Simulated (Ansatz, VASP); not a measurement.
## MgS: VASP beside Ansatz

The input POSCAR:

```
MgS
1.0
    0.0000000000      2.6526756995      2.6526756995
    2.6526756995      0.0000000000      2.6526756995
    2.6526756995      2.6526756995      0.0000000000
S Mg
1 1
Direct
    0.5000000000      0.5000000000      0.5000000000
    0.0000000000      0.0000000000      0.0000000000
```

File INCAR.step1:

```
SYSTEM = MgS
PREC = Accurate
ENCUT = 920
ISMEAR = -1
SIGMA = 0.05
LREAL = .False.
LASPH = .True.
NELM = 120
NBANDS = 15
GGA = PE
ALGO = Normal
EDIFF = 1E-5
LWAVE = .True.
LCHARG = .False.
GGA_COMPAT = .False.
```

Contents of INCAR.step2:

```
SYSTEM = MgS
PREC = Accurate
ENCUT = 920
EDIFF = 1E-6
ISMEAR = -1
SIGMA = 0.05
LREAL = .False.
LASPH = .True.
NELM = 120
ALGO = Normal
ISIF = 2
LWAVE = .False.
LCHARG = .False.
METAGGA = R2SCAN
LMIXTAU = .True.
NBANDS = 15
ISTART = 1
GGA_COMPAT = .False.
```

Contents of KPOINTS:

```
regular mesh
0
Gamma
  9 9 9
  0 0 0
```

The input input.yaml:

```yaml
crystal:
  lattice:
    - [0.0, 2.6526756995, 2.6526756995]
    - [2.6526756995, 0.0, 2.6526756995]
    - [2.6526756995, 2.6526756995, 0.0]
  atoms:
    - { symbol: S, position: [0.5, 0.5, 0.5] }
    - { symbol: Mg, position: [0.0, 0.0, 0.0] }
hamiltonian:
  xc: r2scan
  pseudopotentials: { kind: paw }
kpoints:
  mp_grid: { grid: [9, 9, 9] }
scf:
  occupations: { method: fermi_dirac, width: 0.05 }
output:
  forces: true
  stress: true
  eigenvalues: true
  write_density: true
  write_potential: true
  elf: true
  volumetric_format: npy
```

Alike in both runs: task single point; functional r2SCAN; k mesh 9 × 9 × 9; occupations fermi-dirac, width 0.05 eV; no spin polarisation.

|  | VASP | Ansatz |
| --- | --- | --- |
| version | VASP 6.6.1 | Ansatz 0.2.0 |
| potentials or method | VASP PAW PBE potentials, release 64 (S, Mg_sv) | Ansatz PAW |
| plane-wave cutoff (eV) | 920 | 500 |
| valence electrons in the cell | 16 | 16 |

```tsv
	VASP	Ansatz	Ansatz less VASP
gap on the k mesh at the Fermi level (eV)	3.50	3.46	-0.035
least direct gap on the mesh (eV)	4.19	4.17	-0.018
pressure (GPa)	-4.1	-4.1	-0.02
```

VASP's potentials were made for PBE, not for r2SCAN.

Noted on Ansatz's run: odd divisions of the mesh miss points on the zone boundary, where band edges often lie, so the gap on the mesh can be too wide.
